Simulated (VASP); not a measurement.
## CuO: single point with LDA

CuO:

```
Cu O
1.0
     2.55255    0.00000    0.00000
     0.00000    2.55255    0.00000
     0.00000    0.00000    2.55255
Cu O
1 1
Direct
  0.00000 0.00000 0.00000
  0.50000 0.50000 0.50000
```

- Program: VASP 6.6.1
- Task: single point
- Functional: LDA
- Potentials or basis: VASP PAW LDA potentials, release 64 (Cu, O)
- Cutoff: 600 eV
- k mesh: 7 × 7 × 7
- Occupations: gaussian, width 0.05 eV
- Spin: collinear spin, ferromagnetic start
- Starting moments: [0.52, 0.56] μB
- Dipole correction: no
- Further INCAR settings: ALGO = Normal; EDIFF = 1e-06; NBANDS = 20

```json
{"Pressure": "1.2 GPa", "Net moment": "0.00 μB per cell", "Valence electrons inside the program's atomic spheres": "Cu 9.87; O 4.88"}
```

Levels at points of the mesh, in eV from the Fermi level:
Spin up:
| k point | band 5 | band 6 | band 7 | band 8 | band 9 | band 10 | band 11 | band 12 | band 13 | band 14 |
| --- | --- | --- | --- | --- | --- | --- | --- | --- | --- | --- |
| (0.00, 0.00, 0.00) | -2.10 | -2.10 | -1.82 | -1.82 | -1.82 | 1.29 | 16.05 | 16.05 | 20.72 | 20.72 |
Spin down:
| k point | band 7 | band 8 | band 9 | band 10 | band 11 | band 12 |
| --- | --- | --- | --- | --- | --- | --- |
| (0.00, 0.00, 0.00) | -1.82 | -1.82 | -1.82 | 1.29 | 16.05 | 16.05 |

Wall time 10 s on 1 thread of Intel(R) Xeon(R) Platinum 8488C (Sapphire Rapids), on a shared host, peak memory 0.13 GiB.

Caveat: semilocal functionals often make such compounds metallic where correlation or magnetic order opens a gap, which also shifts bond lengths. With open d or f shells a metallic result of LDA can be an artefact of self-interaction; +U or a hybrid may open a gap.
